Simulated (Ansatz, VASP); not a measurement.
Two plane-wave programs on BN

```
B N
1.0
     0.03615    1.82557    1.82557
     1.82557    0.03615    1.82557
     1.82557    1.82557    0.03615
B N
1 1
Direct
  0.00000 0.00000 0.00000
  0.75000 0.75000 0.75000
```

Change from the starting cell: equal xy, yz and zx shear strains of +2 %, PAW files.

Alike in both runs: task electric field gradients; functional PBE; k mesh 13 × 13 × 13; occupations fermi-dirac, width 0.03 eV; no spin polarisation.

|  | VASP | Ansatz |
| --- | --- | --- |
| version | VASP 6.6.1 | Ansatz 0.2.0 |
| potentials or method | VASP PAW PBE potentials, release 64 (B, N) | PAW with Ansatz's default frozen-core files, scalar-relativistic |
| plane-wave cutoff (eV) | 520 | 420 |
| valence electrons in the cell | 8 | 8 |

|  | VASP | Ansatz | Ansatz less VASP |
| --- | --- | --- | --- |
| gap on the k mesh at the Fermi level (eV) | 4.47 | 4.48 | +0.011 |
| pressure (GPa) | 3.8 | 3.6 | -0.26 |
| traceless stress, the component that is largest in VASP (GPa) | -8.93 | -8.87 | +0.067 |
| rms of the force components (eV/Å) | 0.013 | 0.009 | -0.0036 |
| size of Vzz on the site where it differs most (V/Å²) | 2.5 | 2.2 | -0.31 |

Atom by atom the forces differ by 0.004 eV/Å (rms over components).
